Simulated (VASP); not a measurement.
# Te2Pb3Se (I4/mmm) in VASP: single point with PBE

Aim: the single point of Te2Pb3Se with PBE.

All numbers are computed with VASP 6.6.1; they aren't measurements. Logs are shortened: lines on timing, memory, paths and dates and some standing lists are left out, and cuts for length are marked.

## (1) The cell of the first run

It takes space group I4/mmm (No. 139, tetragonal). Conventional cell: a = 4.573 Å, b = 4.573 Å, c = 19.342 Å, α = 90.00°, β = 90.00°, γ = 90.00°. Within 4.3 Å of Te (site symmetry 4mm) lie 6 Pb at 3.24 to 3.32 Å. Pb (site symmetry 4mm) has 1 Se at 3.10 Å and 5 Te at 3.24 to 3.32 Å within 4.1 Å. Pb (site symmetry 4/mmm) has 4 Se at 3.23 Å and 2 Te at 3.25 Å within 4.3 Å. Se (site symmetry 4/mmm) has 6 Pb at 3.10 to 3.23 Å within 4.1 Å.

## (2) Single point, PBE

Input file INCAR:

```
SYSTEM = Te2Pb3Se
PREC     = Accurate       ! precision mode
ENCUT    = 520            ! plane-wave cutoff, eV
EDIFF    = 1E-6           ! SCF threshold, eV
ISMEAR   = 0              ! smearing method
SIGMA    = 0.1            ! smearing width, eV
LREAL    = .False.        ! projectors in reciprocal space
LASPH    = .True.         ! aspherical terms in the spheres
NELM     = 100            ! most SCF steps
ALGO     = Normal         ! electronic algorithm
ISIF     = 2              ! what is computed and relaxed
LWAVE    = .False.        ! write WAVECAR
LCHARG   = .False.        ! write CHGCAR
GGA      = PE             ! functional
NBANDS   = 72             ! bands
```

Input file KPOINTS:

```
regular mesh
0
Gamma
  4 2 4
  0 0 0
```

Input file POSCAR:

```
Te2Pb3Se
1.0
    0.0000000000     -4.5734542000      0.0000000000
    9.1469084000      0.0000000000      0.0000000000
   -2.2867271000      2.2867271000      9.6710462000
Te Pb Se
4 6 2
Direct
    0.8317730000      0.4158865000      0.6635460000
    0.8317730000      0.9158865000      0.6635460000
    0.1682270000      0.0841135000      0.3364540000
    0.1682270000      0.5841135000      0.3364540000
    0.6602690000      0.3301345000      0.3205380000
    0.6602690000      0.8301345000      0.3205380000
    0.3397310000      0.1698655000      0.6794620000
    0.3397310000      0.6698655000      0.6794620000
    0.0000000000      0.0000000000      0.0000000000
    0.0000000000      0.5000000000      0.0000000000
    0.5000000000      0.2500000000      0.0000000000
    0.5000000000      0.7500000000      0.0000000000
```

Potentials or basis: VASP PAW PBE potentials, release 64 (Te, Pb_d, Se).

Launch:

```sh
cat potpaw_PBE.64/Te/POTCAR potpaw_PBE.64/Pb_d/POTCAR potpaw_PBE.64/Se/POTCAR > POTCAR
mpirun -np 1 vasp_std > vasp.out
```

OUTCAR:

```text
SYSTEM = Te2Pb3Se
   PREC = Accurate
   ENCUT = 520
   EDIFF = 1E-6
   ISMEAR = 0
   LREAL = .False.
   LASPH = .True.
   NELM = 100
   ISIF = 2
   GGA = PE

 ion  position               nearest neighbor table
   1  0.832  0.416  0.664-   7 3.24   8 3.24   7 3.24   8 3.24  10 3.25   5 3.32
   2  0.832  0.916  0.664-   7 3.24   8 3.24   7 3.24   8 3.24   9 3.25   6 3.32
   3  0.168  0.084  0.336-   5 3.24   6 3.24   5 3.24   6 3.24   9 3.25   7 3.32
   4  0.168  0.584  0.336-   5 3.24   6 3.24   5 3.24   6 3.24  10 3.25   8 3.32
   5  0.660  0.330  0.321-  11 3.10   4 3.24   3 3.24   4 3.24   3 3.24   1 3.32
   6  0.660  0.830  0.321-  12 3.10   4 3.24   3 3.24   4 3.24   3 3.24   2 3.32
   7  0.340  0.170  0.679-  11 3.10   2 3.24   1 3.24   1 3.24   2 3.24   3 3.32
   8  0.340  0.670  0.679-  12 3.10   2 3.24   1 3.24   1 3.24   2 3.24   4 3.32
   9  0.000  0.000  0.000-  11 3.23  12 3.23  11 3.23  12 3.23   2 3.25   3 3.25
  10  0.000  0.500  0.000-  11 3.23  12 3.23  11 3.23  12 3.23   1 3.25   4 3.25
  11  0.500  0.250  0.000-   5 3.10   7 3.10   9 3.23  10 3.23   9 3.23  10 3.23
  12  0.500  0.750  0.000-   6 3.10   8 3.10   9 3.23  10 3.23   9 3.23  10 3.23

  LATTYP: Found a base centered monoclinic cell.
 ALAT       =    19.8754376488
 B/A-ratio  =     0.2301058362
 C/A-ratio  =     0.4602116724
 COS(beta)  =    -0.2301058362

  Lattice vectors:

 A1 = (  -2.2867271000,   2.2867271000,   9.6710462000)
 A2 = (  -2.2867271000,  -2.2867271000,   9.6710462000)
 A3 = (   9.1469084000,   0.0000000000,   0.0000000000)

Analysis of symmetry for initial positions (statically):
=====================================================================
 Subroutine PRICEL returns following result:

  LATTYP: Found a body centered tetragonal cell.
 ALAT       =     4.5734542000
 C/A-ratio  =     4.2292087237

  Lattice vectors:

 A1 = (  -2.2867271000,  -2.2867271000,  -9.6710462000)
 A2 = (   2.2867271000,   2.2867271000,  -9.6710462000)
 A3 = (   2.2867271000,  -2.2867271000,   9.6710462000)

   2 primitive cells build up your supercell.

 Routine SETGRP: Setting up the symmetry group for a
 base centered monoclinic supercell.

 Subroutine GETGRP returns: Found  4 space group operations
 (whereof  4 operations were pure point group operations)
 out of a pool of  4 trial point group operations.

The static configuration has the point symmetry C_2h.

Analysis of symmetry for dynamics (positions and initial velocities):
=====================================================================
 Subroutine PRICEL returns following result:

  LATTYP: Found a body centered tetragonal cell.
 ALAT       =     4.5734542000
[... 147 lines left out ...]
   EFERMI =   0.00;   METHOD = LEGACY
   ISMEAR =     0;   SIGMA  =   0.10  broadening in eV -4-tet -1-fermi 0-gaus
   EFERMI_NEDOS =   21; number of points for ismear=-14 and -15
   IALGO  =     38    algorithm
   IMIX   =      4    mixing-type and parameters
     AMIX     =   0.40;   BMIX     =  1.00
     AMIX_MAG =   1.60;   BMIX_MAG =  1.00
  volume/ion in A,a.u.               =      33.71       227.51
  Fermi-wavevector in a.u.,A,eV,Ry     =   1.091787  2.063178 16.218126  1.191999
  Thomas-Fermi vector in A             =   2.228039
   LORBIT       =      0    0 simple, 1 ext, 2 COOP (PROOUT), +10 PAW based schemes
   GGA     = PE    functional components
   LHFCALC =     F    Hartree Fock is set to
   AEXX    =    0.0000 exact exchange contribution
   IVDW    =     0    specifies the selected vdW correction
   LEPSILON=     F    determine dielectric tensor
   LRPA    =     F    only Hartree local field effects (RPA)
 non-spin polarized calculation
 Gauss-broadening in eV      SIGMA  =   0.10
  energy-cutoff  :      520.00
  volume of cell :      404.57
 maximum number of plane-waves:     10942
 NGX is ok and might be reduce to    36
   NGX = 17   NGY = 35   NGZ = 37

 number of electron     120.0000013 magnetization

 Free energy of the ion-electron system (eV)
  ---------------------------------------------------
  ext. energy  EPLUGINS =         0.00000000
  ---------------------------------------------------
  free energy    TOTEN  =       -46.23346626 eV

  energy without entropy =      -46.23345474  energy(sigma->0) =      -46.23346050

 E-fermi :   5.1326     XC(G=0):  -9.1416

 val. band max:        4.8659369811   @ k =   0.5000   0.0000  -0.0000
 cond. band min:       5.3992168252   @ k =   0.5000   0.0000  -0.0000
 fundamental gap:      0.5332798441
 Fermi energy:         5.1325772437

 k-point     1 :       0.0000    0.0000    0.0000
  band No.  band energies     occupation
      1     -12.0041      2.00000
      2     -12.0015      2.00000
      3     -11.9966      2.00000
      4     -11.9941      2.00000
      5     -11.9830      2.00000
      6     -11.9795      2.00000
[... 1039 lines left out ...]
     71       7.5931      0.00000
     72       7.5931      0.00000

------------------------ aborting loop because EDIFF is reached ----------------------------------------

  FORCE on cell =-STRESS in cart. coord.  units (eV):
  Direction    XX          YY          ZZ          XY          YZ          ZX
  --------------------------------------------------------------------------------------
  -------------------------------------------------------------------------------------
  Total        0.0541050      0.0548122     -0.6344440      0.0000000      0.0000000      0.0003299
  in kB        0.2142675      0.2170679     -2.5125328      0.0000000      0.0000000      0.0013065
  external PRESSURE =      -0.6937325 kB  Pullay stress =       0.0000000 kB

 VOLUME and BASIS-vectors are now :
 -----------------------------------------------------------------------------
  energy-cutoff  :      520.00
  volume of cell :      404.57
      direct lattice vectors                 reciprocal lattice vectors
     0.000000000 -4.573454200  0.000000000     0.000000000 -0.218653113  0.051700715
     9.146908400  0.000000000  0.000000000     0.109326557  0.000000000  0.025850357
    -2.286727100  2.286727100  9.671046200     0.000000000  0.000000000  0.103401429

 POSITION                                       TOTAL-FORCE (eV/Angst)
 -----------------------------------------------------------------------------------
      2.28673     -2.28673      6.41718        -0.000042      0.000000      0.006964
      6.86018     -2.28673      6.41718        -0.000042      0.000000      0.006964
      0.00000      0.00000      3.25386         0.000042     -0.000000     -0.006964
      4.57345      0.00000      3.25386         0.000042     -0.000000     -0.006964
      2.28673     -2.28673      3.09994        -0.000137      0.000000     -0.003785
      6.86018     -2.28673      3.09994        -0.000137      0.000000     -0.003785
      0.00000      0.00000      6.57111         0.000137     -0.000000      0.003785
      4.57345      0.00000      6.57111         0.000137     -0.000000      0.003785
      0.00000      0.00000      0.00000        -0.000000      0.000000      0.000000
      4.57345      0.00000      0.00000        -0.000000      0.000000      0.000000
      2.28673     -2.28673      0.00000        -0.000000     -0.000000      0.000000
      6.86018     -2.28673      0.00000        -0.000000     -0.000000      0.000000
 -----------------------------------------------------------------------------------
    total drift:                                0.000000     -0.000000      0.000000

  FREE ENERGIE OF THE ION-ELECTRON SYSTEM (eV)
  ---------------------------------------------------
  free  energy   TOTEN  =       -46.2334662638 eV

  energy  without entropy=      -46.2334547381  energy(sigma->0) =      -46.23346050
```

stdout:

```text
POSCAR found type information on POSCAR TePbSe
 POSCAR found :  3 types and      12 ions
 scaLAPACK will be used
 LDA part: xc-table for (Slater+PW92), standard interpolation
 -----------------------------------------------------------------------------
|                                                                             |
|           W    W    AA    RRRRR   N    N  II  N    N   GGGG   !!!           |
|           W    W   A  A   R    R  NN   N  II  NN   N  G    G  !!!           |
|           W    W  A    A  R    R  N N  N  II  N N  N  G       !!!           |
|           W WW W  AAAAAA  RRRRR   N  N N  II  N  N N  G  GGG   !            |
|           WW  WW  A    A  R   R   N   NN  II  N   NN  G    G                |
|           W    W  A    A  R    R  N    N  II  N    N   GGGG   !!!           |
|                                                                             |
|     Your reciprocal lattice and k-lattice belong to different lattice       |
|     classes:                                                                |
|                                                                             |
|        The reciprocal lattice is base-centered monoclinic,                  |
|        whereas your k-lattice is body-centered tetragonal.                  |
|                                                                             |
|     Results are often still useful ...                                      |
|                                                                             |
 -----------------------------------------------------------------------------

 POSCAR, INCAR and KPOINTS ok, starting setup
 FFT: planning ... GRIDC
 FFT: planning ... GRID_SOFT
 FFT: planning ... GRID
 WAVECAR not read
 entering main loop
```

It took 5.3 min on 1 thread of Intel Xeon 6975P-C (Granite Rapids), shared host; peak memory 0.67 GiB.

Results:

* Free energy: -46.2335 eV
* Pressure: -0.1 GPa
* Largest force: 0.007 eV/Å
* Band gap on the k mesh: 0.53 eV

Forces in eV/Å, atoms in the order of the input:
```
Te   0.000  0.000  0.007
Te   0.000  0.000  0.007
Te   0.000  0.000 -0.007
Te   0.000  0.000 -0.007
Pb   0.000  0.000 -0.004
Pb   0.000  0.000 -0.004
Pb   0.000  0.000  0.004
Pb   0.000  0.000  0.004
Pb   0.000  0.000  0.000
Pb   0.000  0.000  0.000
Se   0.000  0.000  0.000
Se   0.000  0.000  0.000
```

Stress tensor (GPa, compression positive):
```
 0.02  0.00  0.00
 0.00  0.02  0.00
 0.00  0.00 -0.25
```

Levels at points of the mesh, in eV from the valence-band top:
```tsv
k point	band 57	band 58	band 59	band 60	band 61	band 62	band 63	band 64
(0.00, 0.00, 0.00)	-0.81	-0.71	-0.45	0.00	0.53	1.31	1.44	1.50
(0.50, 0.00, 0.00)	-0.81	-0.71	-0.45	0.00	0.53	1.31	1.44	1.50
(0.00, 0.50, 0.00)	-1.00	-1.00	-0.62	-0.62	2.04	2.04	2.35	2.35
(0.50, 0.50, 0.00)	-1.64	-1.64	-0.80	-0.80	1.71	1.71	2.77	2.77
(0.00, 0.00, 0.50)	-0.70	-0.45	-0.18	0.00	0.53	1.31	1.44	1.50
(0.00, 0.50, 0.50)	-0.72	-0.72	-0.40	-0.40	1.34	1.34	2.10	2.10
```

Caveat: spin-orbit coupling is left out, which moves the levels of the heavy elements.
